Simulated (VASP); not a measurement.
P, 1 atom in the cell. It takes space group Pm-3m (No. 221, cubic). Conventional cell: a = 2.201 Å, b = 2.201 Å, c = 2.201 Å, α = 90.00°, β = 90.00°, γ = 90.00°. Within 2.9 Å of P (site symmetry m-3m) lie 6 P at 2.20 Å. 

- Program: VASP 6.6.1
- Task: single point
- Functional: PBE
- Potentials or basis: VASP PAW PBE potentials, release 64 (P)
- Cutoff: 520 eV
- k mesh: 17 × 17 × 17
- Occupations: fermi-dirac, width 0.08 eV
- Spin: no spin polarisation
- Dipole correction: no
- Further INCAR settings: ALGO = Normal; EDIFF = 1e-06; NBANDS = 8

Potentials or basis: VASP PAW PBE potentials, release 64 (P).

Run with:

```sh
$ cat potpaw_PBE.64/P/POTCAR > POTCAR
$ mpirun -np 1 vasp_std > vasp.out
```

Hardware: 1 thread of Intel(R) Xeon(R) Platinum 8175M CPU @ 2.50GHz (Skylake/Cascade Lake), with other jobs on the host.

Estimate the wall time of this run.

Run time: 4.9 s on 1 thread of Intel(R) Xeon(R) Platinum 8175M CPU @ 2.50GHz (Skylake/Cascade Lake), on a shared host, peak memory 0.11 GiB. Counts: scf iterations 10, k points 165.
